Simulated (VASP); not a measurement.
MgO:

```
Mg O
1.0
     0.00000    2.13325    2.13325
     2.13325    0.00000    2.13325
     2.13325    2.13325    0.00000
Mg O
1 1
Direct
  0.00000 0.00000 0.00000
  0.50000 0.50000 0.50000
```

Base run:

- Program: VASP 6.6.1
- Functional: r2SCAN
- Potentials or basis: VASP PAW PBE potentials, release 64 (Mg, O)
- Cutoff: 520 eV
- k mesh: 9 × 9 × 9
- Occupations: fermi-dirac, width 0.02 eV
- Spin: no spin polarisation

Its results: band gap on the k mesh 5.22 eV, direct; pressure -7.8 GPa.

Problem. The run is repeated on the same cell with these changes: potentials or basis from VASP PAW PBE potentials, release 64 (Mg, O) to VASP PAW PBE potentials, release 64 (Mg_sv, O); cutoff from 520 eV to 660 eV; further incar settings from ALGO = Normal; EDIFF = 1e-07; NBANDS = 11 to ALGO = Normal; EDIFF = 1e-06; NBANDS = 15; valence electrons from 8 to 16. What comes out?

Solution. Band gap on the k mesh 5.28 eV, direct; pressure -6.8 GPa.

Caveats: the PAW data sets were made with another functional, which shifts forces and pressure a little.

